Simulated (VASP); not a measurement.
# Se (P6/mmm) in VASP: notebook, part 2 of 2

VASP 6.6.1.

## (6) Single point, PBE

File INCAR:

```
SYSTEM = Se
  PREC = Accurate
  ENCUT = 520
  EDIFF = 1E-6
  ISMEAR = -1
  SIGMA = 0.1
  LREAL = .FALSE.
  LASPH = .TRUE.
  NELM = 60
  ALGO = Normal
  ISIF = 2
  LWAVE = .FALSE.
  LCHARG = .TRUE.
  GGA = PE
  LELF = .TRUE.
  LVHAR = .TRUE.
  NBANDS = 16
```

File KPOINTS:

```
regular mesh
0
G
  9 9 11
  0 0 0
```

File POSCAR:

```
Se
1.0
    4.6990280108      0.0000000000      0.0000000000
   -2.3495140054      4.0694776305      0.0000000000
    0.0000000000      0.0000000000      3.3338196200
Se
3
Direct
    0.0000000000      0.0000000000      0.0000000000
    0.3333333333      0.6666666667      0.5000000000
    0.6666666667      0.3333333333      0.5000000000
```

Potentials or basis: VASP PAW PBE potentials, release 64 (Se).

Launch:

```console
$ cat potpaw_PBE.64/Se/POTCAR > POTCAR
$ mpirun -np 1 vasp_std > vasp.out
```

OUTCAR:

```text
SYSTEM = Se
   PREC = Accurate
   ENCUT = 520
   EDIFF = 1E-6
   ISMEAR = -1
   LREAL = .FALSE.
   LASPH = .TRUE.
   NELM = 60
   ISIF = 2
   GGA = PE

 ion  position               nearest neighbor table
   1  0.000  0.000  0.000-
   2  0.333  0.667  0.500-   3 2.71   3 2.71   3 2.71
   3  0.667  0.333  0.500-   2 2.71   2 2.71   2 2.71

  LATTYP: Found a hexagonal cell.
 ALAT       =     4.6990280108
 C/A-ratio  =     0.7094700462

  Lattice vectors:

 A1 = (   4.6990280108,   0.0000000000,   0.0000000000)
 A2 = (  -2.3495140054,   4.0694776305,   0.0000000000)
 A3 = (   0.0000000000,   0.0000000000,   3.3338196200)

Analysis of symmetry for initial positions (statically):
=====================================================================
 Subroutine PRICEL returns:
 Original cell was already a primitive cell.

 Routine SETGRP: Setting up the symmetry group for a
 hexagonal supercell.

 Subroutine GETGRP returns: Found 24 space group operations
 (whereof 24 operations were pure point group operations)
 out of a pool of 24 trial point group operations.

The static configuration has the point symmetry D_6h.
[... 164 lines left out ...]

 val. band max:        4.9473564484   @ k =   0.1111  -0.0000   0.1818
 cond. band min:       5.0194912404   @ k =   0.2222  -0.0000   0.1818
 fundamental gap:      0.0721347920
 Fermi energy:         4.9898295459

 k-point     1 :       0.0000    0.0000    0.0000
  band No.  band energies     occupation
      1     -11.0099      2.00000
      2      -6.6700      2.00000
      3      -6.2176      2.00000
      4       0.0497      2.00000
      5       0.0497      2.00000
      6       1.1129      2.00000
[... 433 lines left out ...]
      3      -8.1564      2.00000
      4       0.0983      2.00000
      5       1.6246      2.00000
      6       1.6246      2.00000
[... 8 lines left out ...]
     15      13.4160      0.00000
     16      14.9229      0.00000

 [... further k-points ...]

------------------------ aborting loop because EDIFF is reached ----------------------------------------

  FORCE on cell =-STRESS in cart. coord.  units (eV):
  Direction    XX          YY          ZZ          XY          YZ          ZX
  --------------------------------------------------------------------------------------
  -------------------------------------------------------------------------------------
  Total       -0.0685515     -0.0685515      0.1032706      0.0000000     -0.0000000      0.0000000
  in kB       -1.7228151     -1.7228151      2.5953649      0.0000000     -0.0000000      0.0000000
  external PRESSURE =      -0.2834217 kB  Pullay stress =       0.0000000 kB

 VOLUME and BASIS-vectors are now :
 -----------------------------------------------------------------------------
  energy-cutoff  :      520.00
  volume of cell :       63.75
      direct lattice vectors                 reciprocal lattice vectors
     4.699028011  0.000000000  0.000000000     0.212809968  0.122865892  0.000000000
    -2.349514005  4.069477630  0.000000000     0.000000000  0.245731784  0.000000000
     0.000000000  0.000000000  3.333819620     0.000000000  0.000000000  0.299956241

 POSITION                                       TOTAL-FORCE (eV/Angst)
 -----------------------------------------------------------------------------------
      0.00000      0.00000      0.00000         0.000000      0.000000     -0.000000
     -0.00000      2.71299      1.66691        -0.000000      0.000000      0.000000
      2.34951      1.35649      1.66691         0.000000     -0.000000     -0.000000
 -----------------------------------------------------------------------------------
    total drift:                                0.000000      0.000000     -0.000000

  FREE ENERGIE OF THE ION-ELECTRON SYSTEM (eV)
  ---------------------------------------------------
  free  energy   TOTEN  =        -8.7214512014 eV

  energy  without entropy=       -8.6478498606  energy(sigma->0) =       -8.68465053
```

OSZICAR:

```text
N       E                     dE             d eps       ncg     rms          rms(c)
DAV:   1     0.714092568787E+02    0.71409E+02   -0.77238E+03  2304   0.979E+02
DAV:   2    -0.494035316007E+01   -0.76350E+02   -0.72694E+02  3152   0.155E+02
DAV:   3    -0.875520150522E+01   -0.38148E+01   -0.37830E+01  2896   0.368E+01
DAV:   4    -0.877408764718E+01   -0.18886E-01   -0.18884E-01  3024   0.308E+00
DAV:   5    -0.877416939937E+01   -0.81752E-04   -0.81752E-04  2992   0.200E-01    0.560E+00
DAV:   6    -0.872959587651E+01    0.44574E-01   -0.13963E-01  2864   0.210E+00    0.343E+00
DAV:   7    -0.872263126028E+01    0.69646E-02   -0.41649E-02  2832   0.131E+00    0.187E+00
DAV:   8    -0.872158761615E+01    0.10436E-02   -0.14282E-02  3016   0.742E-01    0.150E-01
DAV:   9    -0.872147127744E+01    0.11634E-03   -0.14054E-03  2896   0.209E-01    0.732E-02
DAV:  10    -0.872145061455E+01    0.20663E-04   -0.13247E-04  3072   0.676E-02    0.183E-02
DAV:  11    -0.872145144173E+01   -0.82717E-06   -0.12643E-05  2936   0.211E-02    0.746E-03
DAV:  12    -0.872145120141E+01    0.24031E-06   -0.15622E-06  2320   0.881E-03
   1 F= -.87214512E+01 E0= -.86846505E+01  d E =-.736013E-01
```

Wall time 83 s (1 thread of AMD EPYC 7R43 (Zen 3), shared host); peak memory 0.18 GiB.

Results:

```yaml
Free_energy: -8.7215 eV
Pressure: 0.0 GPa
Band_gap_on_the_k_mesh: zero (band 9 reaches 6.70 eV, above the bottom of band 10 at 3.29 eV)
```

## (7) Summary

```tsv
cell	k mesh	gap on the mesh (eV)	pressure (GPa)
a = 4.699, b = 4.699, c = 3.334 Å, angles 90.0, 90.0, 120.0°, 3 atoms	7 × 7 × 10	none	0.0
a = 4.503, b = 4.503, c = 3.195 Å, angles 90.0, 90.0, 120.0°, 3 atoms	9 × 9 × 11	none	11.5
a = 4.570, b = 4.570, c = 3.242 Å, angles 90.0, 90.0, 120.0°, 3 atoms	9 × 9 × 11	none	6.8
a = 4.636, b = 4.636, c = 3.289 Å, angles 90.0, 90.0, 120.0°, 3 atoms	9 × 9 × 11	none	3.0
a = 4.699, b = 4.699, c = 3.334 Å, angles 90.0, 90.0, 120.0°, 3 atoms	9 × 9 × 11	none	0.0
```

Alike in all rows: task single point; level PBE; potentials or basis VASP PAW PBE potentials, release 64 (Se); no spin polarisation; cutoff (eV) 520; smearing fermi-dirac 0.1 eV.

Total energies depend on the potentials used, so only differences within one code and one set of settings carry meaning.
